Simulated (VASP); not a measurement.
# NaCl (Pm-3m) in VASP: a series of runs, part 2 of 2

VASP 6.6.1.

## (4) Single point, PBE+U

This run uses another cell than the first one, of 21.48 Å³/atom.

File INCAR:

```
SYSTEM = NaCl
  PREC = Accurate
  ENCUT = 500
  EDIFF = 1E-6
  ISMEAR = 0
  SIGMA = 0.1
  LREAL = .False.
  LASPH = .True.
  NELM = 200
  ALGO = Normal
  ISIF = 2
  LWAVE = .False.
  LCHARG = .False.
  LDAU = .True.
  LDAUTYPE = 2
  LDAUL = -1 1
  LDAUU = 0 5.9
  LDAUJ = 0 0
  LDAUPRINT = 1
  GGA = PE
  NBANDS = 14
  GGA_COMPAT = .False.
```

File KPOINTS:

```
regular mesh
0
Gamma
  6 6 6
  0 0 0
```

File POSCAR:

```
NaCl
1.0
    3.5021900000      0.0000000000      0.0000000000
    0.0000000000      3.5021900000      0.0000000000
    0.0000000000      0.0000000000      3.5021900000
Na Cl
1 1
Direct
    0.0000000000      0.0000000000      0.0000000000
    0.5000000000      0.5000000000      0.5000000000
```

Potentials or basis: VASP PAW PBE potentials, release 64 (Na_pv, Cl).

Launch:

```console
$ cat potpaw_PBE.64/Na_pv/POTCAR potpaw_PBE.64/Cl/POTCAR > POTCAR
$ mpirun -np 1 vasp_std > vasp.out
```

OUTCAR:

```text
SYSTEM = NaCl
   PREC = Accurate
   ENCUT = 500
   EDIFF = 1E-6
   ISMEAR = 0
   LREAL = .False.
   LASPH = .True.
   NELM = 200
   ISIF = 2
   GGA = PE

 ion  position               nearest neighbor table
   1  0.000  0.000  0.000-
   2  0.500  0.500  0.500-

  LATTYP: Found a simple cubic cell.
 ALAT       =     3.5021900000

  Lattice vectors:

 A1 = (   3.5021900000,   0.0000000000,   0.0000000000)
 A2 = (   0.0000000000,   3.5021900000,   0.0000000000)
 A3 = (   0.0000000000,   0.0000000000,   3.5021900000)

Analysis of symmetry for initial positions (statically):
=====================================================================
 Subroutine PRICEL returns:
 Original cell was already a primitive cell.

 Routine SETGRP: Setting up the symmetry group for a
 simple cubic supercell.

 Subroutine GETGRP returns: Found 48 space group operations
 (whereof 48 operations were pure point group operations)
 out of a pool of 48 trial point group operations.

The static configuration has the point symmetry O_h .

Analysis of symmetry for dynamics (positions and initial velocities):
=====================================================================
 Subroutine PRICEL returns:
 Original cell was already a primitive cell.

 Routine SETGRP: Setting up the symmetry group for a
 simple cubic supercell.

 Subroutine GETGRP returns: Found 48 space group operations
 (whereof 48 operations were pure point group operations)
 out of a pool of 48 trial point group operations.

The dynamic configuration has the point symmetry O_h .

 Subroutine INISYM returns: Found 48 space group operations
 (whereof 48 operations are pure point group operations),
 and found     1 'primitive' translations

----------------------------------------------------------------------------------------

                                     Primitive cell

  volume of cell :      42.9555

  direct lattice vectors                    reciprocal lattice vectors
     3.502190000  0.000000000  0.000000000     0.285535622  0.000000000  0.000000000
     0.000000000  3.502190000  0.000000000     0.000000000  0.285535622  0.000000000
     0.000000000  0.000000000  3.502190000     0.000000000  0.000000000  0.285535622

  length of vectors
     3.502190000  3.502190000  3.502190000     0.285535622  0.285535622  0.285535622

  position of ions in fractional coordinates (direct lattice)
     0.000000000  0.000000000  0.000000000
     0.500000000  0.500000000  0.500000000

  ion indices of the primitive-cell ions
   primitive index   ion index
                 1           1
                 2           2

----------------------------------------------------------------------------------------

 KPOINTS: regular mesh

Automatic generation of k-mesh.
 Grid dimensions read from file:
 generate k-points for:    6    6    6

 Generating k-lattice:

  Cartesian coordinates                     Fractional coordinates (reciprocal lattice)
     0.047589270  0.000000000  0.000000000     0.166666667  0.000000000  0.000000000
     0.000000000  0.047589270  0.000000000     0.000000000  0.166666667  0.000000000
     0.000000000  0.000000000  0.047589270     0.000000000  0.000000000  0.166666667

[... 35 lines left out ...]
   total plane-waves  NPLWV =  21952
   dimension x,y,z NGX =    28 NGY =   28 NGZ =   28
   dimension x,y,z NGXF=    56 NGYF=   56 NGZF=   56
   ions per type =               1   1
   NGX,Y,Z   is equivalent  to a cutoff of  13.29, 13.29, 13.29 a.u.
   NGXF,Y,Z  is equivalent  to a cutoff of  26.58, 26.58, 26.58 a.u.
 SYSTEM =  NaCl
   PREC   = accura    normal or accurate (medium, high low for compatibility)
   ISTART =      0    job   : 0-new  1-cont  2-samecut
   ICHARG =      2    charge: 1-file 2-atom 10-const
   ISPIN  =      1    spin polarized calculation?
   LNONCOLLINEAR =      F non collinear calculations
   LSORBIT =      F    spin-orbit coupling
   LASPH  =      T    aspherical Exc in radial PAW
   ENCUT  =  500.0 eV  36.75 Ry    6.06 a.u.   6.39  6.39  6.39*2*pi/ulx,y,z
   NELM   =    200;   NELMIN=  2; NELMDL= -5     # of ELM steps
   EDIFF  = 0.1E-05   stopping-criterion for ELM
   LREAL  =      F    real-space projection
   EDIFFG = 0.1E-04   stopping-criterion for IOM
   NSW    =      0    number of steps for IOM
   IBRION =     -1    ionic relax: 0-MD 1-quasi-New 2-CG
   NFREE  =      0    steps in history (QN), initial steepest desc. (CG)
   ISIF   =      2    stress and relaxation
   ISYM   =      2    0-nonsym 1-usesym 2-fastsym
   POTIM  = 0.5000    time-step for ionic-motion
   TEBEG  =    0.0;   TEEND  =   0.0 temperature during run
   PSTRESS=    0.0 pullay stress
   NELECT =      14.0000    total number of electrons
   NUPDOWN=      -1.0000    fix difference up-down
   EMIN   =  10.00;   EMAX   =-10.00  energy-range for DOS
   EFERMI =   0.00;   METHOD = LEGACY
   ISMEAR =     0;   SIGMA  =   0.10  broadening in eV -4-tet -1-fermi 0-gaus
   EFERMI_NEDOS =   21; number of points for ismear=-14 and -15
   IALGO  =     38    algorithm
   IMIX   =      4    mixing-type and parameters
     AMIX     =   0.40;   BMIX     =  1.00
     AMIX_MAG =   1.60;   BMIX_MAG =  1.00
  volume/ion in A,a.u.               =      21.48       144.94
  Fermi-wavevector in a.u.,A,eV,Ry     =   1.126621  2.129005 17.269530  1.269275
  Thomas-Fermi vector in A             =   2.263304
   LORBIT       =      0    0 simple, 1 ext, 2 COOP (PROOUT), +10 PAW based schemes
 LDA+U is selected, type is set to LDAUTYPE =  2
   angular momentum for each species LDAUL =    -1    1
   U (eV)           for each species LDAUU =   0.0  5.9
   J (eV)           for each species LDAUJ =   0.0  0.0
   GGA     = PE    functional components
   LHFCALC =     F    Hartree Fock is set to
   AEXX    =    0.0000 exact exchange contribution
   IVDW    =     0    specifies the selected vdW correction
   LEPSILON=     F    determine dielectric tensor
   LRPA    =     F    only Hartree local field effects (RPA)
 non-spin polarized calculation
 Gauss-broadening in eV      SIGMA  =   0.10
  energy-cutoff  :      500.00
  volume of cell :       42.96
 maximum number of plane-waves:      1108
 NGX is ok and might be reduce to    28
   NGX = 13   NGY = 13   NGZ = 13

 number of electron      13.9999982 magnetization

 Free energy of the ion-electron system (eV)
  ---------------------------------------------------
  ext. energy  EPLUGINS =         0.00000000
  ---------------------------------------------------
  free energy    TOTEN  =        -2.26549723 eV

  energy without entropy =       -2.26549723  energy(sigma->0) =       -2.26549723

 E-fermi :   0.6197     XC(G=0):  -8.3849

 val. band max:        0.1303883251   @ k =   0.5000   0.5000   0.0000
 cond. band min:       4.4507890873   @ k =   0.0000   0.0000   0.0000
 fundamental gap:      4.3204007622
 Fermi energy:         0.6197194632

 k-point     1 :       0.0000    0.0000    0.0000
  band No.  band energies     occupation
      1     -21.7542      2.00000
      2     -21.7542      2.00000
      3     -21.7542      2.00000
      4     -12.7045      2.00000
      5      -0.3387      2.00000
      6      -0.3387      2.00000
      7      -0.3387      2.00000
      8       4.4508      0.00000
      9       9.0738      0.00000
     10       9.0738      0.00000
     11      16.0580      0.00000
     12      16.0580      0.00000
     13      16.0580      0.00000
     14      16.4584      0.00000
[... 309 lines left out ...]
      1     -21.7805      2.00000
      2     -21.7805      2.00000
      3     -21.7805      2.00000
      4     -11.7870      2.00000
      5      -1.6485      2.00000
      6      -1.6485      2.00000
      7      -1.6485      2.00000
      8       7.5833      0.00000
      9       7.5833      0.00000
     10       7.5833      0.00000
     11      12.0396      0.00000
     12      16.2116      0.00000
     13      16.2116      0.00000
     14      16.2116      0.00000

------------------------ aborting loop because EDIFF is reached ----------------------------------------

  FORCE on cell =-STRESS in cart. coord.  units (eV):
  Direction    XX          YY          ZZ          XY          YZ          ZX
  --------------------------------------------------------------------------------------
  -------------------------------------------------------------------------------------
  Total       -0.1378788     -0.1378788     -0.1378788     -0.0000000      0.0000000      0.0000000
  in kB       -5.1426737     -5.1426737     -5.1426737     -0.0000000      0.0000000      0.0000000
  external PRESSURE =      -5.1426737 kB  Pullay stress =       0.0000000 kB

 VOLUME and BASIS-vectors are now :
 -----------------------------------------------------------------------------
  energy-cutoff  :      500.00
  volume of cell :       42.96
      direct lattice vectors                 reciprocal lattice vectors
     3.502190000  0.000000000  0.000000000     0.285535622  0.000000000  0.000000000
     0.000000000  3.502190000  0.000000000     0.000000000  0.285535622  0.000000000
     0.000000000  0.000000000  3.502190000     0.000000000  0.000000000  0.285535622

 POSITION                                       TOTAL-FORCE (eV/Angst)
 -----------------------------------------------------------------------------------
      0.00000      0.00000      0.00000         0.000000      0.000000      0.000000
      1.75110      1.75110      1.75110         0.000000      0.000000      0.000000
 -----------------------------------------------------------------------------------
    total drift:                               -0.000000      0.000000      0.000000

  FREE ENERGIE OF THE ION-ELECTRON SYSTEM (eV)
  ---------------------------------------------------
  free  energy   TOTEN  =        -2.2654972286 eV

  energy  without entropy=       -2.2654972286  energy(sigma->0) =       -2.26549723
```

stdout:

```text
POSCAR found type information on POSCAR NaCl
 POSCAR found :  2 types and       2 ions
 scaLAPACK will be used
 LDA part: xc-table for (Slater+PW92), standard interpolation
 POSCAR, INCAR and KPOINTS ok, starting setup
 FFT: planning ... GRIDC
 FFT: planning ... GRID_SOFT
 FFT: planning ... GRID
 WAVECAR not read
 entering main loop
```

It took 7.1 s on 1 thread of Intel Xeon 6975P-C (Granite Rapids), shared host; peak memory 0.14 GiB.

What came out:

- Free energy: -2.2655 eV
- Pressure: -0.5 GPa
- Band gap on the k mesh: 4.32 eV (least direct gap 4.79 eV)

Levels at points of the mesh, in eV from the valence-band top:
```csv
k point,band 4,band 5,band 6,band 7,band 8,band 9,band 10,band 11
"(0.00, 0.00, 0.00)",-12.83,-0.47,-0.47,-0.47,4.32,8.94,8.94,15.93
"(0.50, 0.00, 0.00)",-12.47,-2.83,-0.25,-0.25,7.28,8.72,10.91,12.20
"(0.50, 0.50, 0.00)",-12.20,-2.17,-2.17,0.00,5.86,10.27,11.23,11.23
"(0.50, 0.50, 0.50)",-11.92,-1.78,-1.78,-1.78,7.45,7.45,7.45,11.91
```

## (5) Overview

```tsv
U	cell	k mesh	smearing	gap on the mesh (eV)	pressure (GPa)
Cl p U = 6.2 eV	a = 3.487 Å, 2 atoms	1 × 1 × 1, shifted	gaussian 0.1 eV	-	6.4
Cl p U = 1.1 eV	a = 3.502 Å, 2 atoms	6 × 6 × 6	tetrahedron	4.03	-0.1
Cl p U = 5.9 eV	a = 3.502 Å, 2 atoms	6 × 6 × 6	gaussian 0.1 eV	4.32	-0.5
```

Alike in all rows: task single point; level PBE+U; potentials or basis VASP PAW PBE potentials, release 64 (Na_pv, Cl); no spin polarisation; cutoff (eV) 500.

Caveats: some runs use coarse meshes.

Absolute energies hang on the potentials; compare differences alone.
